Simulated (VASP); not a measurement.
Here is a VASP 6.6.1 calculation.

Contents of INCAR:

```
SYSTEM = Fe3Ge
PREC     = Accurate       ! precision mode
ENCUT    = 600            ! plane-wave cutoff, eV
EDIFF    = 1E-6           ! SCF threshold, eV
ISMEAR   = 0              ! smearing method
SIGMA    = 0.15           ! smearing width, eV
LREAL    = .FALSE.        ! projectors in reciprocal space
LASPH    = .TRUE.         ! aspherical terms in the spheres
NELM     = 200            ! most SCF steps
ALGO     = Normal         ! electronic algorithm
ISIF     = 2              ! what is computed and relaxed
LWAVE    = .FALSE.        ! write WAVECAR
LCHARG   = .TRUE.         ! write CHGCAR
ISPIN    = 2              ! spin polarisation
MAGMOM   = 2.34 -1.8 2.27 -1.8 2.34 2.22 -0.04 -0.03 ! initial moments
LORBIT   = 11             ! projections on sites
NUPDOWN  = 5.0            ! fixed moment
LMAXMIX  = 4              ! l up to which the mixer works
GGA      = PS             ! functional
LELF     = .TRUE.         ! ELF
LVHAR    = .TRUE.       
NBANDS   = 52             ! bands
GGA_COMPAT= .FALSE.
```

Contents of KPOINTS:

```
regular mesh
0
G
  5 5 5
  0 0 0
```

The input POSCAR:

```
Fe3Ge
1.0
    5.1690000000      0.0000000000      0.0000000000
   -2.5845000000      4.4764850000      0.0000000000
    0.0000000000      0.0000000000      4.2220000000
Fe Ge
6 2
Direct
    0.8390000000      0.6780000000      0.2500000000
    0.1610000000      0.8390000000      0.7500000000
    0.3220000000      0.1610000000      0.2500000000
    0.1610000000      0.3220000000      0.7500000000
    0.8390000000      0.1610000000      0.2500000000
    0.6780000000      0.8390000000      0.7500000000
    0.3333333333      0.6666666667      0.2500000000
    0.6666666667      0.3333333333      0.7500000000
```

Potentials or basis: VASP PAW PBE potentials, release 64 (Fe, Ge_d).

Launch:

```console
$ cat potpaw_PBE.64/Fe/POTCAR potpaw_PBE.64/Ge_d/POTCAR > POTCAR
$ mpirun -np 1 vasp_std > vasp.out
```

Problem. Estimate the largest force.

Solution. 0.494 eV/Å.

Problem. Predict the pressure.

Solution. -12.4 GPa.

Forces in eV/Å, atoms in the order of the input:
```
Fe  -0.197 -0.146  0.000
Fe   0.479 -0.118  0.000
Fe   0.086  0.050  0.000
Fe   0.137  0.474  0.000
Fe  -0.225 -0.098  0.000
Fe  -0.139 -0.080  0.000
Ge  -0.158 -0.091  0.000
Ge   0.016  0.009  0.000
```

Caveat: the PAW data sets were made with another functional, which shifts forces and pressure a little; the total moment is fixed, so each spin has its own Fermi level.
